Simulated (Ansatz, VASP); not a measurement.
## Two plane-wave programs on NbH2

```
CELL_PARAMETERS angstrom
2.19121 2.19121 0.00000
-2.19121 2.19121 0.00000
0.00000 0.00000 4.38241
ATOMIC_POSITIONS crystal
Nb 0.00000 0.00000 0.00000
Nb 0.50000 0.50000 0.50000
H 0.00000 0.50000 0.75000
H 0.50000 0.00000 0.75000
H 0.50000 0.00000 0.25000
H 0.00000 0.50000 0.25000
```

Change from the starting cell: equal strain along all axes, cell held, atoms relaxed: -3.0 %.

Alike in both runs: task single point; functional PBEsol; k mesh 12 × 12 × 8; occupations gaussian, width 0.1 eV; no spin polarisation.

|  | VASP | Ansatz |
| --- | --- | --- |
| version | VASP 6.6.1 | Ansatz 0.2.0 |
| potentials or method | VASP PAW PBE potentials, release 64 (Nb_sv, H), cutoff 520 eV | scalar-relativistic, plane waves, PAW |
| valence electrons in the cell | 30 | 30 |

```tsv
	VASP	Ansatz	Ansatz less VASP
gap on the k mesh at the Fermi level (eV)	none	none	-
pressure (GPa)	20.6	21.1	+0.56
```

VASP's potentials were made for PBE, not for PBEsol. A gap of «none» marks a metal or a gap that the smearing closes. The functional is the same, so the differences come from potentials, cutoffs and numerics.
